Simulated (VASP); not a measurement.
# GdSbTe3 (Pm-3m) in VASP: notebook

Runs on GdSbTe3. Level: PBE. Tasks: single point, relaxation of cell and atoms.

Program: VASP 6.6.1. These are calculated values, not measurements. Logs are shortened: lines on timing, memory, paths and dates and some standing lists are left out, and cuts for length are marked.

### Step 1. The cell of the first run

The structure is cubic, space group Pm-3m (No. 221). Conventional cell: a = 5.124 Å, b = 5.124 Å, c = 5.124 Å, α = 90.00°, β = 90.00°, γ = 90.00°. Gd (site symmetry m-3m) has 6 Te at 2.56 Å within 3.4 Å. Sb (site symmetry m-3m) has 12 Te at 3.62 Å and 8 Gd at 4.44 Å within 4.8 Å. Te (site symmetry 4/mmm) has 2 Gd at 2.56 Å within 3.4 Å.

The cell was generated, and may not be a known phase.

### Step 2. Single point, PBE, collinear spin, ferromagnetic start

INCAR reads:

```
SYSTEM = GdSbTe3
PREC = Accurate ; ENCUT = 520
EDIFF = 1E-6 ; ISMEAR = 0
SIGMA = 0.1 ; LREAL = .False.
LASPH = .True. ; NELM = 150
ALGO = Normal ; ISIF = 2
LWAVE = .False. ; LCHARG = .False.
ISPIN = 2 ; MAGMOM = 7 0 0 0 0
LORBIT = 11 ; LMAXMIX = 6
GGA = PE ; NBANDS = 32
```

KPOINTS reads:

```
Automatic mesh
0
Gamma
  4 4 4
  0 0 0
```

POSCAR reads:

```
GdSbTe3
1.0
    5.1240234800      0.0000000000      0.0000000000
    0.0000000000      5.1240234800      0.0000000000
    0.0000000000      0.0000000000      5.1240234800
Gd Sb Te
1 1 3
Direct
    0.5000000000      0.5000000000      0.5000000000
    0.0000000000      0.0000000000      0.0000000000
    0.5000000000      0.0000000000      0.5000000000
    0.5000000000      0.5000000000      0.0000000000
    0.0000000000      0.5000000000      0.5000000000
```

Potentials or basis: VASP PAW PBE potentials, release 64 (Gd, Sb, Te).

The run is started by

```sh
cat potpaw_PBE.64/Gd/POTCAR potpaw_PBE.64/Sb/POTCAR potpaw_PBE.64/Te/POTCAR > POTCAR
mpirun -np 1 vasp_std > vasp.out
```

OUTCAR:

```text
SYSTEM = GdSbTe3
   PREC = Accurate
   ENCUT = 520
   EDIFF = 1E-6
   ISMEAR = 0
   LREAL = .False.
   LASPH = .True.
   NELM = 150
   ISIF = 2
   ISPIN = 2
   LORBIT = 11
   GGA = PE

 ion  position               nearest neighbor table
   1  0.500  0.500  0.500-   3 2.56   4 2.56   5 2.56   4 2.56   3 2.56   5 2.56
   2  0.000  0.000  0.000-   3 3.62   4 3.62   5 3.62   3 3.62   5 3.62   4 3.62   5 3.62   5 3.62
                             3 3.62   4 3.62   3 3.62   4 3.62
   3  0.500  0.000  0.500-   1 2.56   1 2.56   4 3.62   5 3.62   2 3.62   4 3.62   2 3.62   4 3.62
                             5 3.62   4 3.62   2 3.62   5 3.62   2 3.62   5 3.62
   4  0.500  0.500  0.000-   1 2.56   1 2.56   3 3.62   5 3.62   2 3.62   3 3.62   5 3.62   2 3.62
                             3 3.62   3 3.62   2 3.62   5 3.62   5 3.62   2 3.62
   5  0.000  0.500  0.500-   1 2.56   1 2.56   3 3.62   4 3.62   2 3.62   4 3.62   2 3.62   3 3.62
                             2 3.62   2 3.62   3 3.62   4 3.62   4 3.62   3 3.62

  LATTYP: Found a simple cubic cell.
 ALAT       =     5.1240234800

  Lattice vectors:

 A1 = (   5.1240234800,   0.0000000000,   0.0000000000)
 A2 = (   0.0000000000,   5.1240234800,   0.0000000000)
 A3 = (   0.0000000000,   0.0000000000,   5.1240234800)

Analysis of symmetry for initial positions (statically):
=====================================================================
 Subroutine PRICEL returns:
 Original cell was already a primitive cell.

 Routine SETGRP: Setting up the symmetry group for a
 simple cubic supercell.

 Subroutine GETGRP returns: Found 48 space group operations
 (whereof 48 operations were pure point group operations)
 out of a pool of 48 trial point group operations.

The static configuration has the point symmetry O_h .

Analysis of symmetry for dynamics (positions and initial velocities):
=====================================================================
 Subroutine PRICEL returns:
 Original cell was already a primitive cell.

 Routine SETGRP: Setting up the symmetry group for a
 simple cubic supercell.

 Subroutine GETGRP returns: Found 48 space group operations
 (whereof 48 operations were pure point group operations)
 out of a pool of 48 trial point group operations.

The dynamic configuration has the point symmetry O_h .

Analysis of structural, dynamic, and magnetic symmetry:
[... 133 lines left out ...]
 spin polarized calculation
 Gauss-broadening in eV      SIGMA  =   0.10
  energy-cutoff  :      520.00
  volume of cell :      134.53
 maximum number of plane-waves:      3695
 NGX is ok and might be reduce to    40
   NGX = 19   NGY = 19   NGZ = 19

 number of electron      41.0000000 magnetization       6.9438248

 Free energy of the ion-electron system (eV)
  ---------------------------------------------------
  ext. energy  EPLUGINS =         0.00000000
  ---------------------------------------------------
  free energy    TOTEN  =       -21.01502871 eV

  energy without entropy =      -20.99176993  energy(sigma->0) =      -21.00339932

 E-fermi :   7.0916     XC(G=0): -10.2116

 val. band max:        7.0007269271   @ k =   0.2500   0.2500   0.0000
 cond. band min:       7.0950260118   @ k =   0.5000   0.2500   0.2500
 fundamental gap:      0.0942990847
 Fermi energy:         7.0915678231

 spin component 1

 k-point     1 :       0.0000    0.0000    0.0000
  band No.  band energies     occupation
      1     -36.6746      1.00000
      2     -14.7414      1.00000
      3     -14.7414      1.00000
      4     -14.7414      1.00000
      5      -5.6308      1.00000
      6      -3.7017      1.00000
[... 339 lines left out ...]
     31      12.9107      0.00000
     32      12.9107      0.00000
 Fermi energy:         7.0915678231

 spin component 2

 k-point     1 :       0.0000    0.0000    0.0000
  band No.  band energies     occupation
      1     -33.6858      1.00000
      2     -12.7754      1.00000
      3     -12.7754      1.00000
      4     -12.7754      1.00000
      5      -5.5656      1.00000
      6      -3.6974      1.00000
[... 339 lines left out ...]
     31      13.2547      0.00000
     32      13.2547      0.00000

------------------------ aborting loop because EDIFF is reached ----------------------------------------

  FORCE on cell =-STRESS in cart. coord.  units (eV):
  Direction    XX          YY          ZZ          XY          YZ          ZX
  --------------------------------------------------------------------------------------
  -------------------------------------------------------------------------------------
  Total       23.5592645     23.5592645     23.5592645      0.0000000     -0.0000000      0.0000000
  in kB      280.5685432    280.5685432    280.5685432      0.0000000     -0.0000000      0.0000000
  external PRESSURE =     280.5685432 kB  Pullay stress =       0.0000000 kB

 VOLUME and BASIS-vectors are now :
 -----------------------------------------------------------------------------
  energy-cutoff  :      520.00
  volume of cell :      134.53
      direct lattice vectors                 reciprocal lattice vectors
     5.124023480  0.000000000  0.000000000     0.195159137  0.000000000  0.000000000
     0.000000000  5.124023480  0.000000000     0.000000000  0.195159137  0.000000000
     0.000000000  0.000000000  5.124023480     0.000000000  0.000000000  0.195159137

 POSITION                                       TOTAL-FORCE (eV/Angst)
 -----------------------------------------------------------------------------------
      2.56201      2.56201      2.56201         0.000000      0.000000      0.000000
      0.00000      0.00000      0.00000         0.000000      0.000000      0.000000
      2.56201      0.00000      2.56201         0.000000      0.000000      0.000000
      2.56201      2.56201      0.00000         0.000000      0.000000      0.000000
      0.00000      2.56201      2.56201         0.000000      0.000000      0.000000
 -----------------------------------------------------------------------------------
    total drift:                               -0.000000      0.000000     -0.000000

  FREE ENERGIE OF THE ION-ELECTRON SYSTEM (eV)
  ---------------------------------------------------
  free  energy   TOTEN  =       -21.0150287121 eV

  energy  without entropy=      -20.9917699288  energy(sigma->0) =      -21.00339932

 total charge

# of ion       s       p       d       f       tot
--------------------------------------------------
    1        2.079   5.685   1.008   7.087  15.860
    2        1.274   0.923   0.021   0.000   2.218
    3        1.420   2.067   0.053   0.000   3.540
    4        1.420   2.067   0.053   0.000   3.540
    5        1.420   2.067   0.053   0.000   3.540
--------------------------------------------------
tot          7.612  12.808   1.190   7.087  28.697

 magnetization (x)

# of ion       s       p       d       f       tot
--------------------------------------------------
    1        0.003  -0.064   0.089   6.590   6.618
    2       -0.000   0.090   0.001   0.000   0.090
    3       -0.002  -0.044   0.006   0.000  -0.040
    4       -0.002  -0.044   0.006   0.000  -0.040
    5       -0.002  -0.044   0.006   0.000  -0.040
--------------------------------------------------
tot         -0.002  -0.106   0.107   6.590   6.589
```

OSZICAR:

```text
N       E                     dE             d eps       ncg     rms          rms(c)
DAV:   1     0.270624979245E+03    0.27062E+03   -0.14582E+04  1904   0.456E+03
DAV:   2     0.248846283460E+02   -0.24574E+03   -0.22764E+03  2080   0.671E+02
[... 13 lines left out ...]
DAV:  16    -0.210149977839E+02   -0.26828E-04   -0.17821E-04  2192   0.579E-01    0.137E+00
DAV:  17    -0.210150468577E+02   -0.49074E-04   -0.55172E-05  2040   0.266E-01    0.486E-01
DAV:  18    -0.210150203271E+02    0.26531E-04   -0.11898E-04  1688   0.658E-01    0.327E-01
DAV:  19    -0.210150251694E+02   -0.48423E-05   -0.28701E-05  2176   0.580E-02    0.287E-01
DAV:  20    -0.210150282525E+02   -0.30831E-05   -0.50845E-06  1672   0.270E-02    0.157E-01
DAV:  21    -0.210150287121E+02   -0.45960E-06   -0.42534E-06  1552   0.809E-02
   1 F= -.21015029E+02 E0= -.21003399E+02  d E =-.232588E-01  mag=     6.9447
```

stdout:

```text
POSCAR found type information on POSCAR GdSbTe
 POSCAR found :  3 types and       5 ions
 scaLAPACK will be used
 LDA part: xc-table for (Slater+PW92), standard interpolation
 POSCAR, INCAR and KPOINTS ok, starting setup
 FFT: planning ... GRIDC
 FFT: planning ... GRID_SOFT
 FFT: planning ... GRID
 WAVECAR not read
 entering main loop
```

Wall time 2.1 min (1 thread of Intel Xeon Platinum 8488C (Sapphire Rapids), shared host); peak memory 0.33 GiB.

What came out:

| Item | Value |
| --- | --- |
| Free energy | -21.0150 eV |
| Pressure | 28.1 GPa |
| Net moment | 6.94 μB per cell |
| Site moments | Gd +6.62; Sb +0.09; Te -0.04 μB |
| Valence electrons inside the program's atomic spheres | Gd 15.86; Sb 2.22; Te 3.54 |

Levels at points of the mesh, in eV from the Fermi level:
Spin up:
| k point | band 19 | band 20 | band 21 | band 22 | band 23 | band 24 | band 25 | band 26 | band 27 | band 28 |
| --- | --- | --- | --- | --- | --- | --- | --- | --- | --- | --- |
| (0.00, 0.00, 0.00) | -0.84 | -0.84 | -0.84 | 0.47 | 0.47 | 0.47 | 0.55 | 0.55 | 0.55 | 2.53 |
| (0.50, 0.00, 0.00) | -2.41 | -2.41 | -1.65 | -1.06 | -0.79 | 0.40 | 0.40 | 0.70 | 0.95 | 0.95 |
| (0.50, 0.50, 0.00) | -3.01 | -3.01 | -2.51 | -2.51 | -1.12 | -0.51 | 0.96 | 1.76 | 1.76 | 4.09 |
| (0.50, 0.50, 0.50) | -3.11 | -3.11 | -3.11 | 0.93 | 0.93 | 0.93 | 1.04 | 1.04 | 1.04 | 5.48 |
Spin down:
| k point | band 14 | band 15 | band 16 | band 17 | band 18 | band 19 |
| --- | --- | --- | --- | --- | --- | --- |
| (0.00, 0.00, 0.00) | -1.30 | 0.15 | 0.15 | 0.15 | 1.03 | 1.03 |
| (0.50, 0.00, 0.00) | -2.10 | -1.48 | -0.63 | 0.18 | 0.18 | 0.59 |
| (0.50, 0.50, 0.00) | -2.90 | -2.90 | -1.04 | -0.47 | 0.91 | 1.40 |
| (0.50, 0.50, 0.50) | -3.19 | 0.99 | 0.99 | 0.99 | 1.22 | 1.22 |

Caveat: the cell stands under pressure; spin-orbit coupling is left out, which moves the levels of the heavy elements; a cell with one magnetic atom can't hold antiferromagnetic order, which such compounds often take; semilocal functionals describe open f shells poorly, which spoils levels, moments and volumes.

### Step 3. Single point, PBE, collinear spin, ferromagnetic start

This run uses another cell than the first one, of 39.68 Å³/atom.

INCAR reads:

```
  PREC = Accurate
  ENCUT = 520
  EDIFF = 1E-6
  ISMEAR = 0
  SIGMA = 0.1
  LREAL = False
  LASPH = True
  NELM = 150
  ALGO = Normal
  ISIF = 2
  LWAVE = False
  LCHARG = False
  ISPIN = 2
  MAGMOM = 7 0 0 0 0
  LORBIT = 11
  LMAXMIX = 6
  GGA = PE
  NBANDS = 32
```

KPOINTS reads:

```
Automatic mesh
0
Gamma
  4 4 4
```

POSCAR, as its differences from that of step 2:

```diff
@@ -2,5 +2,5 @@
 1.0
-    5.1240234800      0.0000000000      0.0000000000
-    0.0000000000      5.1240234800      0.0000000000
-    0.0000000000      0.0000000000      5.1240234800
+    5.8325778347      0.0000000000      0.0000000000
+    0.0000000000      5.8325778347      0.0000000000
+    0.0000000000      0.0000000000      5.8325778347
 Gd Sb Te
```

Potentials or basis: VASP PAW PBE potentials, release 64 (Gd, Sb, Te).

The run is started by

```sh
cat potpaw_PBE.64/Gd/POTCAR potpaw_PBE.64/Sb/POTCAR potpaw_PBE.64/Te/POTCAR > POTCAR
mpirun -np 1 vasp_std > vasp.out
```

Run time: 8.6 min. Hardware: 1 thread of Intel Xeon Platinum 8488C (Sapphire Rapids), shared host; peak memory 0.46 GiB.

It converged, with:

| Quantity | Value |
| --- | --- |
| Free energy | -25.1348 eV |
| Pressure | 0.3 GPa |
| Band gap on the k mesh | zero (filled and empty bands overlap) |
| Net moment | 6.99 μB per cell |
| Site moments | Gd +6.73; Sb +0.32; Te -0.15 μB |
| Valence electrons inside the program's atomic spheres | Gd 15.28; Sb 2.17; Te 3.38 |

Levels at points of the mesh, in eV from the Fermi level:
Spin up:
```tsv
k point	band 21	band 22	band 23	band 24	band 25	band 26	band 27	band 28
(0.00, 0.00, 0.00)	-0.40	-0.33	-0.33	-0.33	1.20	1.20	1.20	1.66
(0.50, 0.00, 0.00)	-1.00	-0.78	-0.70	0.16	0.16	0.20	0.20	1.75
(0.50, 0.50, 0.00)	-1.47	-1.47	-1.03	-0.71	0.63	0.81	0.81	3.70
(0.50, 0.50, 0.50)	-2.26	0.52	0.52	0.52	0.67	0.67	0.67	4.47
```
Spin down:
| k point | band 13 | band 14 | band 15 | band 16 | band 17 | band 18 | band 19 | band 20 | band 21 | band 22 |
| --- | --- | --- | --- | --- | --- | --- | --- | --- | --- | --- |
| (0.00, 0.00, 0.00) | -0.73 | -0.73 | -0.40 | -0.40 | -0.40 | 1.10 | 1.10 | 1.10 | 1.55 | 1.68 |
| (0.50, 0.00, 0.00) | -1.82 | -1.25 | -1.06 | -0.28 | -0.28 | -0.18 | 0.62 | 0.62 | 1.54 | 1.54 |
| (0.50, 0.50, 0.00) | -1.91 | -1.55 | -1.55 | -1.11 | -0.19 | 0.41 | 0.97 | 0.97 | 1.52 | 1.53 |
| (0.50, 0.50, 0.50) | -2.14 | -2.14 | 0.44 | 0.44 | 0.44 | 1.00 | 1.00 | 1.00 | 1.50 | 1.50 |

Caveat: spin-orbit coupling is left out, which moves the levels of the heavy elements; a cell with one magnetic atom can't hold antiferromagnetic order, which such compounds often take; semilocal functionals describe open f shells poorly, which spoils levels, moments and volumes. The state reached can hang on the start; a lower one may exist.

### Step 4. Relaxation of cell and atoms, PBE, collinear spin, ferromagnetic start

INCAR reads:

```
SYSTEM = GdSbTe3
ALGO = Normal
EDIFF = 1E-7
EDIFFG = -0.04
ENCUT = 600
GGA = PE
IBRION = 2
ISIF = 3
ISMEAR = 0
ISPIN = 2
LASPH = .True.
LCHARG = .False.
LMAXMIX = 6
LORBIT = 11
LREAL = .False.
LWAVE = .False.
MAGMOM = 7 0 0 0 0
NELM = 150
NSW = 90
PREC = Accurate
SIGMA = 0.1
```

KPOINTS reads:

```
k-points
0
Gamma
  4 4 4
  0 0 0
```

POSCAR, as its differences from that of step 3:

```diff
@@ -2,5 +2,5 @@
 1.0
-    5.8325778347      0.0000000000      0.0000000000
-    0.0000000000      5.8325778347      0.0000000000
-    0.0000000000      0.0000000000      5.8325778347
+    5.1240234800      0.0000000000      0.0000000000
+    0.0000000000      5.1240234800      0.0000000000
+    0.0000000000      0.0000000000      5.1240234800
 Gd Sb Te
```

The run is started by

```sh
cat potpaw_PBE.64/Gd/POTCAR potpaw_PBE.64/Sb/POTCAR potpaw_PBE.64/Te/POTCAR > POTCAR
mpirun -np 1 vasp_std > vasp.out
```

It took 38 min on 1 thread of Intel Xeon Platinum 8488C (Sapphire Rapids), shared host; peak memory 0.42 GiB.

Results (log left out):

| Quantity | Value |
| --- | --- |
| Free energy | -25.1267 eV |
| Relaxed volume | 39.98 Å³/atom |
| Relaxed cell | a = 5.847 Å, b = 5.847 Å, c = 5.847 Å, α = 90.00°, β = 90.00°, γ = 90.00° |
| Space group after relaxing (to 0.1 Å) | Pm-3m (No. 221) |
| Energy gained by relaxing | 821.9 meV/atom |
| Ionic steps | 3 |
| Pressure after relaxing | 0.0 GPa |
| Band gap on the k mesh | zero (filled and empty bands overlap) |
| Net moment | 6.99 μB per cell |
| Site moments | Gd +6.73; Sb +0.32; Te -0.15 μB |
| Valence electrons inside the program's atomic spheres | Gd 15.27; Sb 2.17; Te 3.38 |

Step by step:
```tsv
step	energy change (eV)	largest force (eV/Å)	pressure (GPa)	volume (Å³)
1	0.0000	0.0000	28.07	134.53
2	-2.9665	0.0000	-11.65	248.76
3	-4.1096	0.0000	-0.03	199.88
```

Final structure:
```yaml
crystal:
  lattice:
    - [5.84685, 0.00000, 0.00000]
    - [0.00000, 5.84685, 0.00000]
    - [0.00000, 0.00000, 5.84685]
  atoms:
    - { symbol: Gd, position: [0.50000, 0.50000, 0.50000] }
    - { symbol: Sb, position: [0.00000, 0.00000, 0.00000] }
    - { symbol: Te, position: [0.50000, 0.00000, 0.50000] }
    - { symbol: Te, position: [0.50000, 0.50000, 0.00000] }
    - { symbol: Te, position: [0.00000, 0.50000, 0.50000] }
```

Levels at points of the mesh, in eV from the Fermi level:
Spin up:
```
           k point  band 21  band 22  band 23  band 24  band 25  band 26  band 27  band 28
(0.00, 0.00, 0.00)    -0.39    -0.34    -0.34    -0.34     1.18     1.18     1.18     1.67
(0.50, 0.00, 0.00)    -0.99    -0.76    -0.70     0.15     0.15     0.20     0.20     1.75
(0.50, 0.50, 0.00)    -1.45    -1.45    -1.04    -0.71     0.63     0.79     0.79     3.68
(0.50, 0.50, 0.50)    -2.24     0.51     0.51     0.51     0.66     0.66     0.66     4.45
```
Spin down:
```csv
k point,band 14,band 15,band 16,band 17,band 18,band 19,band 20,band 21
"(0.00, 0.00, 0.00)",-0.72,-0.41,-0.41,-0.41,1.09,1.09,1.09,1.53
"(0.50, 0.00, 0.00)",-1.25,-1.05,-0.28,-0.28,-0.18,0.61,0.61,1.52
"(0.50, 0.50, 0.00)",-1.53,-1.53,-1.11,-0.18,0.40,0.97,0.97,1.51
"(0.50, 0.50, 0.50)",-2.12,0.43,0.43,0.43,0.99,0.99,0.99,1.48
```

Caveat: the volume moved by over 15 % at a fixed basis, so the end points are rough; spin-orbit coupling is left out, which moves the levels of the heavy elements; a cell with one magnetic atom can't hold antiferromagnetic order, which such compounds often take; semilocal functionals describe open f shells poorly, which spoils levels, moments and volumes.

### Step 5. Summary

```csv
task,cell,cutoff (eV),gap on the mesh (eV),pressure (GPa),moment (μB)
single point,"a = 5.124 Å, 5 atoms",520,none,28.1,6.94
single point,"a = 5.833 Å, 5 atoms",520,none,0.3,6.99
relaxation of cell and atoms,"relaxed from a = 5.124 Å, 5 atoms",600,none,0.0,6.99
```

Alike in all rows: level PBE; potentials or basis VASP PAW PBE potentials, release 64 (Gd, Sb, Te); spin collinear, ferromagnetic start; k mesh 4 × 4 × 4; smearing gaussian 0.1 eV.

Caveats: spin-orbit coupling is left out, which moves the levels of the heavy elements; a cell with one magnetic atom can't hold antiferromagnetic order, which such compounds often take; semilocal functionals describe open f shells poorly, which spoils levels, moments and volumes; the cell stands under pressure (at least some runs); the volume moved by over 15 % at a fixed basis, so the end points are rough (at least some runs).

Total energies depend on the potentials used, so only differences within one code and one set of settings carry meaning.

The gap in the log of VASP goes by the Fermi energy; the results here count the filled bands.